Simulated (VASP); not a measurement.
Write the native input for VASP 6.6.1 that does the following.

```yaml
Task: single point
Functional: r2SCAN
Potentials_or_basis: VASP PAW PBE potentials, release 64 (Ga_d, N)
Cutoff: 520 eV
k_mesh: 10 × 10 × 10
Occupations: gaussian, width 0.05 eV
Spin: no spin polarisation
Dipole_correction: no
Further_INCAR_settings: ALGO = Normal; EDIFF = 1e-06; NBANDS = 16
```

Crystal: GaN.

```xyz
2
Lattice="0.0000 2.1224 2.1224 2.1224 0.0000 2.1224 2.1224 2.1224 0.0000" Properties=species:S:1:pos:R:3 pbc="T T T"
Ga    2.1224    2.1224    2.1224
N     0.0000    0.0000    0.0000
```

This cell differs from its parent crystal: volume scaled by 1.02.

These files were run (other wordings do the same):

POSCAR

```
GaN
1.0
    0.0000000000      2.1224247302      2.1224247302
    2.1224247302      0.0000000000      2.1224247302
    2.1224247302      2.1224247302      0.0000000000
Ga N
1 1
Direct
    0.5000000000      0.5000000000      0.5000000000
    0.0000000000      0.0000000000      0.0000000000
```

INCAR.step1

```
SYSTEM = GaN
ALGO = Normal
EDIFF = 1E-4
ENCUT = 520
GGA = PE
ISMEAR = 0
LASPH = .True.
LCHARG = .False.
LREAL = .False.
LWAVE = .True.
NBANDS = 16
NELM = 60
PREC = Accurate
SIGMA = 0.05
```

INCAR.step2

```
SYSTEM = GaN
ALGO = Normal
EDIFF = 1E-6
ENCUT = 520
ISIF = 2
ISMEAR = 0
ISTART = 1
LASPH = .True.
LCHARG = .False.
LMIXTAU = .True.
LREAL = .False.
LWAVE = .False.
METAGGA = R2SCAN
NBANDS = 16
NELM = 60
PREC = Accurate
SIGMA = 0.05
```

KPOINTS

```
k-points
0
Gamma
  10 10 10
  0 0 0
```

Potentials or basis: VASP PAW PBE potentials, release 64 (Ga_d, N).

Command:

```bash
$ cat potpaw_PBE.64/Ga_d/POTCAR potpaw_PBE.64/N/POTCAR > POTCAR
$ cp INCAR.step1 INCAR
$ mpirun -np 1 vasp_std > vasp.out
$ cp INCAR.step2 INCAR
$ mpirun -np 1 vasp_std > vasp.out
```

It gave:

The pressure is -3.4 GPa. The band gap on the k mesh is 1.04 eV, indirect (least direct gap 3.15 eV).

Caveat: the PAW data sets were made with another functional, which shifts forces and pressure a little.

Run time: 110 s on 1 thread of AMD EPYC 7R13, with other jobs on the host, peak memory 0.12 GiB.
